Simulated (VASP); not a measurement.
Here is a VASP 6.6.1 calculation.

INCAR

```
PREC     = Accurate       # precision mode
ENCUT    = 600            # plane-wave cutoff, eV
EDIFF    = 1E-6           # SCF threshold, eV
ISMEAR   = -1             # smearing method
SIGMA    = 0.05           # smearing width, eV
LREAL    = F              # projectors in reciprocal space
LASPH    = T              # aspherical terms in the spheres
NELM     = 100            # most SCF steps
ALGO     = Normal         # electronic algorithm
ISIF     = 3              # what is computed and relaxed
LWAVE    = F              # write WAVECAR
LCHARG   = F              # write CHGCAR
GGA      = RP             # functional
IBRION   = 2              # ionic algorithm
NSW      = 60             # ionic steps
EDIFFG   = -0.01          # ionic threshold
```

The input KPOINTS:

```
Automatic mesh
0
Gamma
  9 9 5
```

Contents of POSCAR:

```
CuO
1.0
    2.8795009639      0.0000000000      0.0000000000
    0.0390727580      2.8792794796      0.0000000000
    0.0174953863      0.0172449008      5.1763391994
Cu O
2 2
Direct
    0.0000000000      0.5000000000      0.0000000000
    0.5000000000      0.0000000000      0.5000000000
    0.9984239700      0.0016717800      0.7498871000
    0.0015760300      0.9983282200      0.2501129000
```

Potentials or basis: VASP PAW PBE potentials, release 64 (Cu, O).

Command:

```console
$ cat potpaw_PBE.64/Cu/POTCAR potpaw_PBE.64/O/POTCAR > POTCAR
$ mpirun -np 1 vasp_std > vasp.out
```

Q: Estimate the space group after relaxing (to 0.05 Å).

A: Cccm (No. 66).

Q: Predict the band gap on the k mesh.

A: Zero (band 17 reaches 5.09 eV, above the bottom of band 18 at 4.21 eV).

Q: Predict the relaxed volume.

A: 11.66 Å³/atom.

The path:
```
step  energy change (eV)  largest force (eV/Å)  pressure (GPa)  volume (Å³)
   1              0.0000                0.0107           11.75        42.92
   2             -0.0864                0.0099           -4.61        47.99
   3             -0.1129                0.0082           -0.02        46.21
   4             -0.1228                0.0067            0.01        46.39
   5             -0.1276                0.0052            0.04        46.60
   6             -0.1276                0.0055            0.08        46.62
```

Caveat: the PAW data sets were made with another functional, which shifts forces and pressure a little; semilocal functionals often make such compounds metallic where correlation or magnetic order opens a gap, which also shifts bond lengths. With open d or f shells a metallic result of RPBE can be an artefact of self-interaction; +U or a hybrid may open a gap.
